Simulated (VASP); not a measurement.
# Hg (I4/mmm) in VASP: single point with r2SCAN

Aim: the single point of Hg with r2SCAN.

Everything below comes from runs of VASP 6.6.1. Logs are shortened: lines on timing, memory, paths and dates and some standing lists are left out, and cuts for length are marked.

## Step 1: The cell of the first run

Symmetry: I4/mmm, No. 139, tetragonal system. The conventional cell has a = 3.183 Å, b = 3.183 Å, c = 5.402 Å, α = 90.00°, β = 90.00°, γ = 90.00°. Within 4.2 Å of Hg (site symmetry 4/mmm) lie 12 Hg at 3.18 to 3.52 Å.

## Step 2: Single point, r2SCAN

POSCAR

```
Hg
1.0
    0.0000000000      2.2508747866      2.7010497439
    2.2508747866      0.0000000000      2.7010497439
    2.2508747866      2.2508747866      0.0000000000
Hg
1
Direct
    0.0000000000      0.0000000000      0.0000000000
```

INCAR.step1

```
SYSTEM = Hg
  PREC = Accurate
  ENCUT = 520
  ISMEAR = 0
  SIGMA = 0.15
  LREAL = .False.
  LASPH = .True.
  NELM = 60
  NBANDS = 12
  GGA = PE
  ALGO = Normal
  EDIFF = 1E-4
  LWAVE = .True.
  LCHARG = .False.
```

INCAR.step2

```
SYSTEM = Hg
  PREC = Accurate
  ENCUT = 520
  EDIFF = 1E-7
  ISMEAR = 0
  SIGMA = 0.15
  LREAL = .False.
  LASPH = .True.
  NELM = 60
  ALGO = Normal
  ISIF = 2
  LWAVE = .False.
  LCHARG = .False.
  METAGGA = R2SCAN
  LMIXTAU = .True.
  NBANDS = 12
  ISTART = 1
```

KPOINTS

```
regular mesh
0
Gamma
  20 20 20
  0 0 0
```

Potentials or basis: VASP PAW PBE potentials, release 64 (Hg).

Launch:

```bash
> cat potpaw_PBE.64/Hg/POTCAR > POTCAR
> cp INCAR.step1 INCAR
> mpirun -np 1 vasp_std > vasp.out
> cp INCAR.step2 INCAR
> mpirun -np 1 vasp_std > vasp.out
```

OUTCAR:

```text
SYSTEM = Hg
   PREC = Accurate
   ENCUT = 520
   EDIFF = 1E-7
   ISMEAR = 0
   LREAL = .False.
   LASPH = .True.
   NELM = 60
   ISIF = 2
   METAGGA = R2SCAN
   ISTART = 1

 ion  position               nearest neighbor table
   1  0.000  0.000  0.000-

  LATTYP: Found a body centered tetragonal cell.
 ALAT       =     3.1832176504
 C/A-ratio  =     1.6970562748

  Lattice vectors:

 A1 = (  -2.2508747866,   0.0000000000,   2.7010497439)
 A2 = (   2.2508747866,   0.0000000000,   2.7010497439)
 A3 = (   0.0000000000,   2.2508747866,  -2.7010497439)

Analysis of symmetry for initial positions (statically):
=====================================================================
 Subroutine PRICEL returns:
 Original cell was already a primitive cell.

 Routine SETGRP: Setting up the symmetry group for a
 body centered tetragonal supercell.

 Subroutine GETGRP returns: Found 16 space group operations
 (whereof 16 operations were pure point group operations)
 out of a pool of 16 trial point group operations.

The static configuration has the point symmetry D_4h.

Analysis of symmetry for dynamics (positions and initial velocities):
=====================================================================
 Subroutine PRICEL returns:
 Original cell was already a primitive cell.

 Routine SETGRP: Setting up the symmetry group for a
 body centered tetragonal supercell.

 Subroutine GETGRP returns: Found 16 space group operations
 (whereof 16 operations were pure point group operations)
 out of a pool of 16 trial point group operations.

The dynamic configuration has the point symmetry D_4h.

 Subroutine INISYM returns: Found 16 space group operations
 (whereof 16 operations are pure point group operations),
 and found     1 'primitive' translations

----------------------------------------------------------------------------------------

                                     Primitive cell

  volume of cell :      27.3694

  direct lattice vectors                    reciprocal lattice vectors
     0.000000000  2.250874787  2.701049744    -0.222135857  0.222135857  0.185113214
     2.250874787  0.000000000  2.701049744     0.222135857 -0.222135857  0.185113214
     2.250874787  2.250874787  0.000000000     0.222135857  0.222135857 -0.185113214

  length of vectors
     3.515978814  3.515978814  3.183217650     0.364630745  0.364630745  0.364630745

  position of ions in fractional coordinates (direct lattice)
     0.000000000  0.000000000  0.000000000

  ion indices of the primitive-cell ions
   primitive index   ion index
                 1           1

----------------------------------------------------------------------------------------

 KPOINTS: regular mesh

Automatic generation of k-mesh.
 Grid dimensions read from file:
 generate k-points for:   20   20   20

 Generating k-lattice:

  Cartesian coordinates                     Fractional coordinates (reciprocal lattice)
    -0.011106793  0.011106793  0.009255661     0.050000000  0.000000000  0.000000000
     0.011106793 -0.011106793  0.009255661     0.000000000  0.050000000  0.000000000
     0.011106793  0.011106793 -0.009255661     0.000000000  0.000000000  0.050000000

  Length of vectors
     0.018231537  0.018231537  0.018231537

  Shift w.r.t. Gamma in fractional coordinates (k-lattice)
     0.000000000  0.000000000  0.000000000

 Subroutine IBZKPT returns following result:
 ===========================================

 Found    641 irreducible k-points:

 Following reciprocal coordinates:
            Coordinates               Weight
  0.000000  0.000000  0.000000      1.000000
  0.050000 -0.000000  0.000000      8.000000
  0.100000 -0.000000  0.000000      8.000000
  0.150000 -0.000000  0.000000      8.000000
  0.200000 -0.000000  0.000000      8.000000
  0.250000  0.000000  0.000000      8.000000
[... 16 lines left out ...]
 -0.400000  0.050000  0.000000      8.000000
 -0.350000  0.050000  0.000000      8.000000
 [... further k-points ...]
   k-points           NKPTS =    641   k-points in BZ     NKDIM =    641   number of bands    NBANDS=     12
   number of dos      NEDOS =    301   number of ions     NIONS =      1
   total plane-waves  NPLWV =  18816
   dimension x,y,z NGX =    28 NGY =   28 NGZ =   24
   dimension x,y,z NGXF=    56 NGYF=   56 NGZF=   48
   ions per type =               1
   NGX,Y,Z   is equivalent  to a cutoff of  13.24, 13.24, 12.53 a.u.
   NGXF,Y,Z  is equivalent  to a cutoff of  26.48, 26.48, 25.07 a.u.
 SYSTEM =  Hg
   PREC   = accura    normal or accurate (medium, high low for compatibility)
   ISTART =      1    job   : 0-new  1-cont  2-samecut
   ICHARG =      0    charge: 1-file 2-atom 10-const
   ISPIN  =      1    spin polarized calculation?
   LNONCOLLINEAR =      F non collinear calculations
   LSORBIT =      F    spin-orbit coupling
   LASPH  =      T    aspherical Exc in radial PAW
   ENCUT  =  520.0 eV  38.22 Ry    6.18 a.u.   6.54  6.54  5.92*2*pi/ulx,y,z
   NELM   =     60;   NELMIN=  2; NELMDL=  0     # of ELM steps
   EDIFF  = 0.1E-06   stopping-criterion for ELM
   LREAL  =      F    real-space projection
   EDIFFG = 0.1E-05   stopping-criterion for IOM
   NSW    =      0    number of steps for IOM
   IBRION =     -1    ionic relax: 0-MD 1-quasi-New 2-CG
   NFREE  =      0    steps in history (QN), initial steepest desc. (CG)
   ISIF   =      2    stress and relaxation
   ISYM   =      2    0-nonsym 1-usesym 2-fastsym
   POTIM  = 0.5000    time-step for ionic-motion
   TEBEG  =    0.0;   TEEND  =   0.0 temperature during run
   PSTRESS=    0.0 pullay stress
   NELECT =      12.0000    total number of electrons
   NUPDOWN=      -1.0000    fix difference up-down
   EMIN   =  10.00;   EMAX   =-10.00  energy-range for DOS
   EFERMI =   0.00;   METHOD = LEGACY
   ISMEAR =     0;   SIGMA  =   0.15  broadening in eV -4-tet -1-fermi 0-gaus
   EFERMI_NEDOS =   21; number of points for ismear=-14 and -15
   IALGO  =     38    algorithm
   IMIX   =      4    mixing-type and parameters
     AMIX     =   0.40;   BMIX     =  1.00
     AMIX_MAG =   1.60;   BMIX_MAG =  1.00
  volume/ion in A,a.u.               =      27.37       184.70
  Fermi-wavevector in a.u.,A,eV,Ry     =   1.243694  2.350241 21.045144  1.546774
  Thomas-Fermi vector in A             =   2.377993
   LORBIT       =      0    0 simple, 1 ext, 2 COOP (PROOUT), +10 PAW based schemes
   METAGGA = R2SCAN    functional components
   LHFCALC =     F    Hartree Fock is set to
   AEXX    =    0.0000 exact exchange contribution
   IVDW    =     0    specifies the selected vdW correction
   LEPSILON=     F    determine dielectric tensor
   LRPA    =     F    only Hartree local field effects (RPA)
 non-spin polarized calculation
 Gauss-broadening in eV      SIGMA  =   0.15
  energy-cutoff  :      520.00
  volume of cell :       27.37
 maximum number of plane-waves:       758
 NGX is ok and might be reduce to    28
   NGX = 13   NGY = 13   NGZ = 11

 number of electron      12.0000001 magnetization

 Free energy of the ion-electron system (eV)
  ---------------------------------------------------
  ext. energy  EPLUGINS =         0.00000000
  ---------------------------------------------------
  free energy    TOTEN  =       -49.35513280 eV

  energy without entropy =      -49.35292161  energy(sigma->0) =      -49.35402720

 E-fermi :   1.5934     XC(G=0): -10.5869

 val. band max:        1.5817617025   @ k =  -0.1500   0.4500   0.3500
 cond. band min:       1.5976967623   @ k =  -0.4000   0.4500   0.0500
 fundamental gap:      0.0159350598
 Fermi energy:         1.5933666201

 k-point     1 :       0.0000    0.0000    0.0000
  band No.  band energies     occupation
      1      -6.5781      2.00000
      2      -5.8654      2.00000
      3      -5.2983      2.00000
      4      -5.1730      2.00000
      5      -5.1730      2.00000
      6      -4.6646      2.00000
      7      15.5010      0.00000
      8      15.5010      0.00000
      9      15.6739      0.00000
     10      15.8792      0.00000
     11      16.8112      0.00000
     12      19.8659      0.00000

 k-point     2 :       0.0500   -0.0000    0.0000
  band No.  band energies     occupation
      1      -6.5192      2.00000
      2      -5.8509      2.00000
      3      -5.2943      2.00000
      4      -5.1798      2.00000
      5      -5.1641      2.00000
      6      -4.6741      2.00000
      7      14.8077      0.00000
      8      15.4090      0.00000
      9      15.4973      0.00000
     10      15.8770      0.00000
     11      16.7251      0.00000
     12      20.1456      0.00000

 k-point     3 :       0.1000   -0.0000    0.0000
  band No.  band energies     occupation
      1      -6.3534      2.00000
      2      -5.8019      2.00000
      3      -5.2953      2.00000
      4      -5.1815      2.00000
      5      -5.1388      2.00000
      6      -4.7005      2.00000
      7      13.2329      0.00000
      8      14.8293      0.00000
      9      15.4864      0.00000
     10      15.9295      0.00000
     11      16.5933      0.00000
     12      20.4475      0.00000
[... 286 lines left out ...]
 k-point    23 :      -0.4000    0.0500    0.0000
  band No.  band energies     occupation
      1      -6.0303      2.00000
      2      -5.6729      2.00000
      3      -5.1547      2.00000
      4      -4.6851      2.00000
      5      -4.5495      2.00000
      6      -1.5946      2.00000
      7       2.3560      0.00000
      8      10.3077      0.00000
      9      15.5682      0.00000
     10      16.0885      0.00000
     11      16.3104      0.00000
     12      20.2957      0.00000

 k-point    24 :      -0.3500    0.0500    0.0000
  band No.  band energies     occupation
      1      -5.9957      2.00000
      2      -5.6465      2.00000
      3      -5.1270      2.00000
      4      -4.7331      2.00000
      5      -4.6469      2.00000
      6      -2.5975      2.00000
      7       3.8155      0.00000
      8      10.6099      0.00000
      9      15.8233      0.00000
     10      16.2188      0.00000
     11      16.4820      0.00000
     12      20.0620      0.00000

 [... further k-points ...]
[... 5 lines left out ...]
  --------------------------------------------------------------------------------------
  -------------------------------------------------------------------------------------
  Total       -0.1004257     -0.1004257     -0.0458247      0.0000000     -0.0000000     -0.0000000
  in kB       -5.8788223     -5.8788223     -2.6825299      0.0000000     -0.0000000     -0.0000000
  external PRESSURE =      -4.8133915 kB  Pullay stress =       0.0000000 kB

 VOLUME and BASIS-vectors are now :
 -----------------------------------------------------------------------------
  energy-cutoff  :      520.00
  volume of cell :       27.37
      direct lattice vectors                 reciprocal lattice vectors
     0.000000000  2.250874787  2.701049744    -0.222135857  0.222135857  0.185113214
     2.250874787  0.000000000  2.701049744     0.222135857 -0.222135857  0.185113214
     2.250874787  2.250874787  0.000000000     0.222135857  0.222135857 -0.185113214

 POSITION                                       TOTAL-FORCE (eV/Angst)
 -----------------------------------------------------------------------------------
      0.00000      0.00000      0.00000        -0.000000      0.000000      0.000000
 -----------------------------------------------------------------------------------
    total drift:                               -0.000000      0.000000      0.000000

  FREE ENERGIE OF THE ION-ELECTRON SYSTEM (eV)
  ---------------------------------------------------
  free  energy   TOTEN  =       -49.3551327951 eV

  energy  without entropy=      -49.3529216096  energy(sigma->0) =      -49.35402720
```

It took 13 min on 1 thread of AMD EPYC 9R45 (Zen 5), shared host; peak memory 0.29 GiB.

Results:

```
Free energy            : -49.3551 eV
Pressure               : -0.5 GPa
Band gap on the k mesh : zero (bands 6 and 7 overlap by 1.71 eV)
```

Stress tensor (GPa, compression positive):
```
-0.59  0.00  0.00
 0.00 -0.59  0.00
 0.00  0.00 -0.27
```

Caveat: the PAW data sets were made with another functional, which shifts forces and pressure a little; spin-orbit coupling is left out, which moves the levels of the heavy elements.
